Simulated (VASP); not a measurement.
The system is HfB2.

```
Hf B
1.0
     3.14000    0.00000    0.00000
    -1.57000    2.71932    0.00000
     0.00000    0.00000    3.48000
Hf B
1 2
Direct
  0.00000 0.00000 0.00000
  0.66667 0.33333 0.50000
  0.33333 0.66667 0.50000
```

```yaml
Program: VASP 6.6.1
Task: relaxation of cell and atoms
Functional: PBEsol
Dispersion: D4
Potentials_or_basis: VASP PAW PBE potentials, release 64 (Hf_pv, B)
Cutoff: 600 eV
k_mesh: 10 × 10 × 8
Occupations: fermi-dirac, width 0.05 eV
Spin: no spin polarisation
```

At the start: pressure -7.7 GPa; volume 9.90 Å³/atom.

Q: Where does the relaxation end?

A: Over 5 steps the energy falls by 7.6 meV/atom and the volume is 9.60 Å³/atom (-3.1 %); space group P6/mmm (No. 191, to 0.05 Å).

The path:
```tsv
step	energy change (eV)	largest force (eV/Å)	pressure (GPa)	volume (Å³)
1	0.0000	0.0000	-7.72	29.71
2	0.0160	0.0000	11.58	27.71
3	-0.0224	0.0000	-0.02	28.83
4	-0.0224	0.0000	0.18	28.81
5	-0.0229	0.0000	0.12	28.81
```

Final structure:
```
Hf B
1.0
     3.11494    0.00000    0.00000
    -1.55747    2.69762    0.00000
     0.00000    0.00000    3.42810
Hf B
1 2
Direct
  0.00000 0.00000 0.00000
  0.66667 0.33333 0.50000
  0.33333 0.66667 0.50000
```

Caveat: the PAW data sets were made with another functional, which shifts forces and pressure a little; pairwise dispersion overbinds metals, which lowers pressure and volume.
